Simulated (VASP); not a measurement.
# Hg (Im-3m) in VASP: further runs

The runs below take Hg through single point, with LDA, PBEsol.

All numbers are computed with VASP 6.6.1; they aren't measurements. Logs are shortened: lines on timing, memory, paths and dates and some standing lists are left out, and cuts for length are marked.

## 1. The cell of the first run

The structure is cubic, space group Im-3m (No. 229). Conventional cell: a = 3.245 Å, b = 3.245 Å, c = 3.245 Å, α = 90.00°, β = 90.00°, γ = 90.00°. Hg (site symmetry m-3m) has 14 Hg at 2.81 to 3.24 Å within 3.7 Å.

## 2. Single point, LDA

Input file INCAR:

```
SYSTEM = Hg
ALGO     = Normal         ! electronic algorithm
EDIFF    = 1E-7           ! SCF threshold, eV
ENCUT    = 520            ! plane-wave cutoff, eV
ISIF     = 2              ! what is computed and relaxed
ISMEAR   = -1             ! smearing method
LASPH    = .True.         ! aspherical terms in the spheres
LCHARG   = .False.        ! write CHGCAR
LREAL    = .False.        ! projectors in reciprocal space
LWAVE    = .False.        ! write WAVECAR
NBANDS   = 12             ! bands
NELM     = 60             ! most SCF steps
PREC     = Accurate       ! precision mode
SIGMA    = 0.1            ! smearing width, eV
```

Input file KPOINTS:

```
k-points
0
Gamma
  15 15 15
  0 0 0
```

Input file POSCAR:

```
Hg
1.0
   -1.6224661745      1.6224661745      1.6224661745
    1.6224661745     -1.6224661745      1.6224661745
    1.6224661745      1.6224661745     -1.6224661745
Hg
1
Direct
    0.0000000000      0.0000000000      0.0000000000
```

Potentials or basis: VASP PAW LDA potentials, release 64 (Hg).

Launch:

```console
> cat potpaw_LDA.64/Hg/POTCAR > POTCAR
> mpirun -np 1 vasp_std > vasp.out
```

OUTCAR:

```text
SYSTEM = Hg
   EDIFF = 1E-7
   ENCUT = 520
   ISIF = 2
   ISMEAR = -1
   LASPH = .True.
   LREAL = .False.
   NELM = 60
   PREC = Accurate

 ion  position               nearest neighbor table
   1  0.000  0.000  0.000-

  LATTYP: Found a body centered cubic cell.
 ALAT       =     3.2449323490

  Lattice vectors:

 A1 = (  -1.6224661745,   1.6224661745,   1.6224661745)
 A2 = (   1.6224661745,  -1.6224661745,   1.6224661745)
 A3 = (   1.6224661745,   1.6224661745,  -1.6224661745)

Analysis of symmetry for initial positions (statically):
=====================================================================
 Subroutine PRICEL returns:
 Original cell was already a primitive cell.

 Routine SETGRP: Setting up the symmetry group for a
 body centered cubic supercell.

 Subroutine GETGRP returns: Found 48 space group operations
 (whereof 48 operations were pure point group operations)
 out of a pool of 48 trial point group operations.

The static configuration has the point symmetry O_h .

Analysis of symmetry for dynamics (positions and initial velocities):
=====================================================================
 Subroutine PRICEL returns:
 Original cell was already a primitive cell.

 Routine SETGRP: Setting up the symmetry group for a
 body centered cubic supercell.

 Subroutine GETGRP returns: Found 48 space group operations
 (whereof 48 operations were pure point group operations)
 out of a pool of 48 trial point group operations.

The dynamic configuration has the point symmetry O_h .

 Subroutine INISYM returns: Found 48 space group operations
 (whereof 48 operations are pure point group operations),
 and found     1 'primitive' translations

----------------------------------------------------------------------------------------

                                     Primitive cell

  volume of cell :      17.0839

  direct lattice vectors                    reciprocal lattice vectors
    -1.622466174  1.622466174  1.622466174     0.000000000  0.308172835  0.308172835
     1.622466174 -1.622466174  1.622466174     0.308172835  0.000000000  0.308172835
     1.622466174  1.622466174 -1.622466174     0.308172835  0.308172835  0.000000000

  length of vectors
     2.810193848  2.810193848  2.810193848     0.435822202  0.435822202  0.435822202

  position of ions in fractional coordinates (direct lattice)
     0.000000000  0.000000000  0.000000000

  ion indices of the primitive-cell ions
   primitive index   ion index
                 1           1

----------------------------------------------------------------------------------------

 KPOINTS: k-points

Automatic generation of k-mesh.
 Grid dimensions read from file:
 generate k-points for:   15   15   15

 Generating k-lattice:

  Cartesian coordinates                     Fractional coordinates (reciprocal lattice)
     0.000000000  0.020544856  0.020544856     0.066666667  0.000000000  0.000000000
     0.020544856  0.000000000  0.020544856     0.000000000  0.066666667  0.000000000
     0.020544856  0.020544856  0.000000000     0.000000000  0.000000000  0.066666667

  Length of vectors
     0.029054813  0.029054813  0.029054813

  Shift w.r.t. Gamma in fractional coordinates (k-lattice)
     0.000000000  0.000000000  0.000000000

 Subroutine IBZKPT returns following result:
 ===========================================

 Found    120 irreducible k-points:

 Following reciprocal coordinates:
            Coordinates               Weight
  0.000000  0.000000  0.000000      1.000000
  0.066667  0.000000  0.000000     12.000000
  0.133333  0.000000  0.000000     12.000000
  0.200000  0.000000  0.000000     12.000000
  0.266667  0.000000  0.000000     12.000000
  0.333333  0.000000  0.000000     12.000000
[... 16 lines left out ...]
  0.333333  0.200000  0.000000     48.000000
  0.400000  0.200000  0.000000     24.000000
 [... further k-points ...]
   k-points           NKPTS =    120   k-points in BZ     NKDIM =    120   number of bands    NBANDS=     12
   number of dos      NEDOS =    301   number of ions     NIONS =      1
   total plane-waves  NPLWV =  13824
   dimension x,y,z NGX =    24 NGY =   24 NGZ =   24
   dimension x,y,z NGXF=    48 NGYF=   48 NGZF=   48
   ions per type =               1
   NGX,Y,Z   is equivalent  to a cutoff of  14.20, 14.20, 14.20 a.u.
   NGXF,Y,Z  is equivalent  to a cutoff of  28.40, 28.40, 28.40 a.u.
 SYSTEM =  Hg
   PREC   = accura    normal or accurate (medium, high low for compatibility)
   ISTART =      0    job   : 0-new  1-cont  2-samecut
   ICHARG =      2    charge: 1-file 2-atom 10-const
   ISPIN  =      1    spin polarized calculation?
   LNONCOLLINEAR =      F non collinear calculations
   LSORBIT =      F    spin-orbit coupling
   LASPH  =      T    aspherical Exc in radial PAW
   ENCUT  =  520.0 eV  38.22 Ry    6.18 a.u.   5.23  5.23  5.23*2*pi/ulx,y,z
   NELM   =     60;   NELMIN=  2; NELMDL= -5     # of ELM steps
   EDIFF  = 0.1E-06   stopping-criterion for ELM
   LREAL  =      F    real-space projection
   EDIFFG = 0.1E-05   stopping-criterion for IOM
   NSW    =      0    number of steps for IOM
   IBRION =     -1    ionic relax: 0-MD 1-quasi-New 2-CG
   NFREE  =      0    steps in history (QN), initial steepest desc. (CG)
   ISIF   =      2    stress and relaxation
   ISYM   =      2    0-nonsym 1-usesym 2-fastsym
   POTIM  = 0.5000    time-step for ionic-motion
   TEBEG  =    0.0;   TEEND  =   0.0 temperature during run
   PSTRESS=    0.0 pullay stress
   NELECT =      12.0000    total number of electrons
   NUPDOWN=      -1.0000    fix difference up-down
   EMIN   =  10.00;   EMAX   =-10.00  energy-range for DOS
   EFERMI =   0.00;   METHOD = LEGACY
   ISMEAR =    -1;   SIGMA  =   0.10  broadening in eV -4-tet -1-fermi 0-gaus
   EFERMI_NEDOS =   21; number of points for ismear=-14 and -15
   IALGO  =     38    algorithm
   IMIX   =      4    mixing-type and parameters
     AMIX     =   0.40;   BMIX     =  1.00
     AMIX_MAG =   1.60;   BMIX_MAG =  1.00
  volume/ion in A,a.u.               =      17.08       115.29
  Fermi-wavevector in a.u.,A,eV,Ry     =   1.455257  2.750036 28.814037  2.117772
  Thomas-Fermi vector in A             =   2.572312
   LORBIT       =      0    0 simple, 1 ext, 2 COOP (PROOUT), +10 PAW based schemes
   GGA     = CA    functional components
   LHFCALC =     F    Hartree Fock is set to
   AEXX    =    0.0000 exact exchange contribution
   IVDW    =     0    specifies the selected vdW correction
   LEPSILON=     F    determine dielectric tensor
   LRPA    =     F    only Hartree local field effects (RPA)
 non-spin polarized calculation
  energy-cutoff  :      520.00
  volume of cell :       17.08
 maximum number of plane-waves:       478
 NGX is ok and might be reduce to    24

 number of electron      12.0000001 magnetization

 Free energy of the ion-electron system (eV)
  ---------------------------------------------------
  ext. energy  EPLUGINS =         0.00000000
  ---------------------------------------------------
  free energy    TOTEN  =        -0.47645152 eV

  energy without entropy =       -0.46508478  energy(sigma->0) =       -0.47076815

 E-fermi :   6.1718     XC(G=0): -12.9907

 val. band max:        6.1450713176   @ k =  -0.4667  -0.4667   0.2000
 cond. band min:       6.1952226894   @ k =   0.4000   0.0667   0.0667
 fundamental gap:      0.0501513718
 Fermi energy:         6.1717967419

 k-point     1 :       0.0000    0.0000    0.0000
  band No.  band energies     occupation
      1      -6.4698      2.00000
      2      -2.8010      2.00000
      3      -2.8010      2.00000
      4      -2.8010      2.00000
      5      -1.1409      2.00000
      6      -1.1409      2.00000
      7      21.7619      0.00000
      8      21.7619      0.00000
      9      21.7619      0.00000
     10      27.1689      0.00000
     11      27.1689      0.00000
     12      27.1689      0.00000

 k-point     2 :       0.0667    0.0000    0.0000
  band No.  band energies     occupation
      1      -6.3098      2.00000
      2      -2.8426      2.00000
      3      -2.7915      2.00000
      4      -2.6984      2.00000
      5      -1.1887      2.00000
      6      -1.1380      2.00000
      7      21.4919      0.00000
      8      21.7361      0.00000
      9      21.9096      0.00000
     10      25.6180      0.00000
     11      25.8575      0.00000
     12      26.4557      0.00000

 k-point     3 :       0.1333    0.0000    0.0000
  band No.  band energies     occupation
      1      -5.8530      2.00000
      2      -2.9586      2.00000
      3      -2.7586      2.00000
      4      -2.4001      2.00000
      5      -1.2976      2.00000
      6      -1.1284      2.00000
      7      20.0900      0.00000
      8      21.3256      0.00000
      9      22.3243      0.00000
     10      24.0616      0.00000
     11      24.8352      0.00000
     12      24.9651      0.00000
[... 286 lines left out ...]
 k-point    23 :       0.3333    0.2000    0.0000
  band No.  band energies     occupation
      1      -3.9941      2.00000
      2      -3.3309      2.00000
      3      -1.9458      2.00000
      4      -1.2786      2.00000
      5      -0.7513      2.00000
      6       3.5598      2.00000
      7       7.7208      0.00000
      8      12.5112      0.00000
      9      17.6218      0.00000
     10      24.5519      0.00000
     11      27.0941      0.00000
     12      29.8732      0.00000

 k-point    24 :       0.4000    0.2000    0.0000
  band No.  band energies     occupation
      1      -4.0207      2.00000
      2      -3.3597      2.00000
      3      -1.8471      2.00000
      4      -1.2508      2.00000
      5      -0.6551      2.00000
      6       5.3404      1.99951
      7       5.6885      1.98420
      8      12.2289      0.00000
      9      17.4717      0.00000
     10      24.7549      0.00000
     11      27.0334      0.00000
     12      29.7994      0.00000

 [... further k-points ...]

------------------------ aborting loop because EDIFF is reached ----------------------------------------

  FORCE on cell =-STRESS in cart. coord.  units (eV):
  Direction    XX          YY          ZZ          XY          YZ          ZX
  --------------------------------------------------------------------------------------
  -------------------------------------------------------------------------------------
  Total        3.9918538      3.9918538      3.9918538      0.0000000     -0.0000000      0.0000000
  in kB      374.3676124    374.3676124    374.3676124      0.0000000     -0.0000000      0.0000000
  external PRESSURE =     374.3676124 kB  Pullay stress =       0.0000000 kB

 VOLUME and BASIS-vectors are now :
 -----------------------------------------------------------------------------
  energy-cutoff  :      520.00
  volume of cell :       17.08
      direct lattice vectors                 reciprocal lattice vectors
    -1.622466174  1.622466174  1.622466174     0.000000000  0.308172835  0.308172835
     1.622466174 -1.622466174  1.622466174     0.308172835  0.000000000  0.308172835
     1.622466174  1.622466174 -1.622466174     0.308172835  0.308172835  0.000000000

 POSITION                                       TOTAL-FORCE (eV/Angst)
 -----------------------------------------------------------------------------------
      0.00000      0.00000      0.00000         0.000000      0.000000      0.000000
 -----------------------------------------------------------------------------------
    total drift:                               -0.000000      0.000000      0.000000

  FREE ENERGIE OF THE ION-ELECTRON SYSTEM (eV)
  ---------------------------------------------------
  free  energy   TOTEN  =        -0.4764515191 eV

  energy  without entropy=       -0.4650847751  energy(sigma->0) =       -0.47076815
```

Wall time 7.3 s (1 thread of Intel Xeon 6975P-C (Granite Rapids), shared host); peak memory 0.14 GiB.

Results:

- Free energy: -0.4765 eV
- Pressure: 37.4 GPa
- Band gap on the k mesh: zero (band 6 reaches 8.85 eV, above the bottom of band 7 at 5.60 eV)

Caveat: spin-orbit coupling is left out, which moves the levels of the heavy elements.

## 3. Single point, LDA

Input file INCAR:

```
PREC = Accurate
ENCUT = 520
EDIFF = 1E-7
ISMEAR = -1
SIGMA = 0.025
LREAL = F
LASPH = T
NELM = 80
ALGO = Normal
ISIF = 2
LWAVE = F
LCHARG = F
GGA = CA
NBANDS = 12
```

Input file KPOINTS:

```
Automatic mesh
0
Gamma
  15 15 15
```

POSCAR is that of step 2.

Potentials or basis: VASP PAW LDA potentials, release 64 (Hg).

Launch:

```console
> cat potpaw_LDA.64/Hg/POTCAR > POTCAR
> mpirun -np 1 vasp_std > vasp.out
```

It took 7.1 s on 1 thread of Intel Xeon 6975P-C (Granite Rapids), shared host; peak memory 0.14 GiB.

The run converged. Its results:

```
Free energy            : -0.4703 eV
Pressure               : 37.6 GPa
Band gap on the k mesh : zero (band 6 reaches 8.85 eV, above the bottom of band 7 at 5.60 eV)
```

Levels at points of the mesh, in eV from the Fermi level:
| k point | band 3 | band 4 | band 5 | band 6 | band 7 | band 8 | band 9 | band 10 |
| --- | --- | --- | --- | --- | --- | --- | --- | --- |
| (0.00, 0.00, 0.00) | -9.01 | -9.01 | -7.35 | -7.35 | 15.55 | 15.55 | 15.55 | 20.96 |

Caveat: spin-orbit coupling is left out, which moves the levels of the heavy elements.

## 4. Single point, PBEsol

Input file INCAR:

```
ALGO = Normal ; EDIFF = 1E-6
ENCUT = 520 ; GGA = PS
ISIF = 2 ; ISMEAR = -1
LASPH = T ; LCHARG = T
LELF = T ; LREAL = F
LVHAR = T ; LWAVE = F
NBANDS = 12 ; NELM = 60
PREC = Accurate ; SIGMA = 0.1
```

Input file KPOINTS:

```
k-points
0
Gamma
  15 15 15
```

POSCAR is that of step 3.

Potentials or basis: VASP PAW PBE potentials, release 64 (Hg).

Launch:

```console
> cat potpaw_PBE.64/Hg/POTCAR > POTCAR
> mpirun -np 1 vasp_std > vasp.out
```

OUTCAR:

```text
EDIFF = 1E-6
   ENCUT = 520
   GGA = PS
   ISIF = 2
   ISMEAR = -1
   LASPH = T
   LREAL = F
   NELM = 60
   PREC = Accurate

 ion  position               nearest neighbor table
   1  0.000  0.000  0.000-

  LATTYP: Found a body centered cubic cell.
 ALAT       =     3.2449323490

  Lattice vectors:

 A1 = (  -1.6224661745,   1.6224661745,   1.6224661745)
 A2 = (   1.6224661745,  -1.6224661745,   1.6224661745)
[... 538 lines left out ...]
     11      27.0111      0.00000
     12      29.7570      0.00000

 [... further k-points ...]

------------------------ aborting loop because EDIFF is reached ----------------------------------------

  FORCE on cell =-STRESS in cart. coord.  units (eV):
  Direction    XX          YY          ZZ          XY          YZ          ZX
  --------------------------------------------------------------------------------------
  -------------------------------------------------------------------------------------
  Total        4.3981353      4.3981353      4.3981353     -0.0000000      0.0000000     -0.0000000
  in kB      412.4698661    412.4698661    412.4698661     -0.0000000      0.0000000     -0.0000000
  external PRESSURE =     412.4698661 kB  Pullay stress =       0.0000000 kB

 VOLUME and BASIS-vectors are now :
 -----------------------------------------------------------------------------
  energy-cutoff  :      520.00
  volume of cell :       17.08
      direct lattice vectors                 reciprocal lattice vectors
    -1.622466174  1.622466174  1.622466174     0.000000000  0.308172835  0.308172835
     1.622466174 -1.622466174  1.622466174     0.308172835  0.000000000  0.308172835
     1.622466174  1.622466174 -1.622466174     0.308172835  0.308172835  0.000000000

 POSITION                                       TOTAL-FORCE (eV/Angst)
 -----------------------------------------------------------------------------------
      0.00000      0.00000      0.00000        -0.000000     -0.000000      0.000000
 -----------------------------------------------------------------------------------
    total drift:                                0.000000      0.000000      0.000000

  FREE ENERGIE OF THE ION-ELECTRON SYSTEM (eV)
  ---------------------------------------------------
  free  energy   TOTEN  =         0.0316333984 eV

  energy  without entropy=        0.0431161200  energy(sigma->0) =        0.03737476
```

Run time: 8.1 s. Hardware: 1 thread of Intel Xeon 6975P-C (Granite Rapids), shared host; peak memory 0.15 GiB.

Results:

```yaml
Free_energy: 0.0316 eV
Pressure: 41.2 GPa
Band_gap_on_the_k_mesh: zero (band 6 reaches 8.82 eV, above the bottom of band 7 at 5.56 eV)
```

Levels at points of the mesh, in eV from the Fermi level:
```csv
k point,band 4,band 5,band 6,band 7,band 8,band 9
"(0.00, 0.00, 0.00)",-8.94,-7.29,-7.29,15.59,15.59,15.59
```

Caveat: the PAW data sets were made with another functional, which shifts forces and pressure a little; spin-orbit coupling is left out, which moves the levels of the heavy elements.

## 5. The runs side by side

| level | potentials or basis | smearing | gap on the mesh (eV) | pressure (GPa) |
| --- | --- | --- | --- | --- |
| LDA | VASP PAW LDA potentials, release 64 (Hg) | fermi-dirac 0.1 eV | none | 37.4 |
| LDA | VASP PAW LDA potentials, release 64 (Hg) | fermi-dirac 0.025 eV | none | 37.6 |
| PBEsol | VASP PAW PBE potentials, release 64 (Hg) | fermi-dirac 0.1 eV | none | 41.2 |

Alike in all rows: task single point; no spin polarisation; cell as given; k mesh 15 × 15 × 15; cutoff (eV) 520.

Caveats: spin-orbit coupling is left out, which moves the levels of the heavy elements; the PAW data sets were made with another functional, which shifts forces and pressure a little (some runs).

Total energies depend on the potentials used, so only differences within one code and one set of settings carry meaning.
